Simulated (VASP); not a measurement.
Wanted: the native input for a VASP 6.6.1 run.

```yaml
Task: single point
Functional: LDA
Potentials_or_basis: VASP PAW LDA potentials, release 64 (Pt, Se)
Cutoff: 520 eV
k_mesh: 6 × 6 × 6
Occupations: gaussian, width 0.05 eV
Spin: collinear spin, zero start
Starting_moments: "[0.0, 0.0, 0.0, 0.0] μB"
Hubbard_terms: Pt d U = 2.0 eV
Dipole_correction: no
Further_INCAR_settings: ALGO = Normal; EDIFF = 1e-06; NBANDS = 28
```

The structure of PtSe lies in POSCAR:

```
PtSe
1.0
    0.0000000000      2.7984111300      2.7984111300
    5.5968222600      2.7984111300      2.7984111300
    5.5968222600      5.5968222600      0.0000000000
Pt Se
2 2
Direct
    0.5000000000      0.5000000000      0.0000000000
    0.5000000000      0.5000000000      0.5000000000
    0.0000000000      0.0000000000      0.0000000000
    0.0000000000      0.0000000000      0.5000000000
```

The input as run:

INCAR

```
PREC     = Accurate       # precision mode
ENCUT    = 520            # plane-wave cutoff, eV
EDIFF    = 1E-6           # SCF threshold, eV
ISMEAR   = 0              # smearing method
SIGMA    = 0.05           # smearing width, eV
LREAL    = F              # projectors in reciprocal space
LASPH    = T              # aspherical terms in the spheres
NELM     = 150            # most SCF steps
ALGO     = Normal         # electronic algorithm
ISIF     = 2              # what is computed and relaxed
LWAVE    = F              # write WAVECAR
LCHARG   = F              # write CHGCAR
ISPIN    = 2              # spin polarisation
MAGMOM   = 0 0 0 0        # initial moments
LORBIT   = 11             # projections on sites
LMAXMIX  = 4              # l up to which the mixer works
LDAU     = T              # DFT+U
LDAUTYPE = 2            
LDAUL    = 2 -1           # shell
LDAUU    = 2 0            # U, eV
LDAUJ    = 0 0          
LDAUPRINT= 1            
NBANDS   = 28             # bands
```

KPOINTS

```
regular mesh
0
Gamma
  6 6 6
```

Potentials or basis: VASP PAW LDA potentials, release 64 (Pt, Se).

Launch:

```bash
$ cat potpaw_LDA.64/Pt/POTCAR potpaw_LDA.64/Se/POTCAR > POTCAR
$ mpirun -np 1 vasp_std > vasp.out
```

Results of the run:

| Item | Value |
| --- | --- |
| Pressure | -21.6 GPa |
| Band gap on the k mesh | zero (filled and empty bands overlap) |
| Net moment | 0.00 μB per cell |
| Valence electrons inside the program's atomic spheres | Pt 9.05; Se 3.62 |

Caveat: spin-orbit coupling is left out, which moves the levels of the heavy elements.

Run time: 4 min on 1 thread of AMD EPYC 7R43 64-Core Processor (Zen 3) (shared host), peak memory 0.31 GiB.
